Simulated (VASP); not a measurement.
# AlN: single point with LDA

AlN:

```
Al N
1.0
     3.08877    0.00000    0.00000
    -1.54439    2.67496    0.00000
     0.00000    0.00000    4.96797
Al N
2 2
Direct
  0.33333 0.66667 0.99950
  0.66667 0.33333 0.49950
  0.33333 0.66667 0.38050
  0.66667 0.33333 0.88050
```

This cell differs from its parent crystal: z stretched by +0.5 %, x and y held.

```
Program             : VASP 6.6.1
Task                : single point
Functional          : LDA
Potentials or basis : VASP PAW LDA potentials, release 64 (Al, N)
Cutoff              : 520 eV
k mesh              : 8 × 8 × 6
Occupations         : gaussian, width 0.01 eV
Spin                : no spin polarisation
```

The pressure is -0.4 GPa and the band gap on the k mesh is 4.41 eV, direct.

Stress tensor (GPa, compression positive):
```
 0.05  0.00  0.00
 0.00  0.05  0.00
 0.00  0.00 -1.27
```

Levels at points of the mesh, in eV from the valence-band top:
```
           k point  band 4  band 5  band 6  band 7  band 8  band 9  band 10  band 11  band 12  band 13
(0.00, 0.00, 0.00)   -0.83   -0.83   -0.18   -0.18    0.00    4.41     6.76    10.61    11.14    11.14
(0.50, 0.00, 0.00)   -4.23   -3.40   -2.08   -1.81   -0.68    5.71     5.76     8.26    10.28    10.87
(0.00, 0.00, 0.50)   -3.36   -0.51   -0.51   -0.51   -0.51    6.61     6.61    10.29    10.29    11.46
(0.50, 0.00, 0.50)   -5.69   -1.46   -1.46   -1.38   -1.38    5.26     5.26     9.21     9.21    11.87
```

Run time: 15 s on 1 thread of Intel Xeon 6975P-C, on a shared host, peak memory 0.15 GiB.

Caveat: the cell differs from its parent crystal (z stretched by +0.5 %, x and y held). A k mesh can miss the band edges.
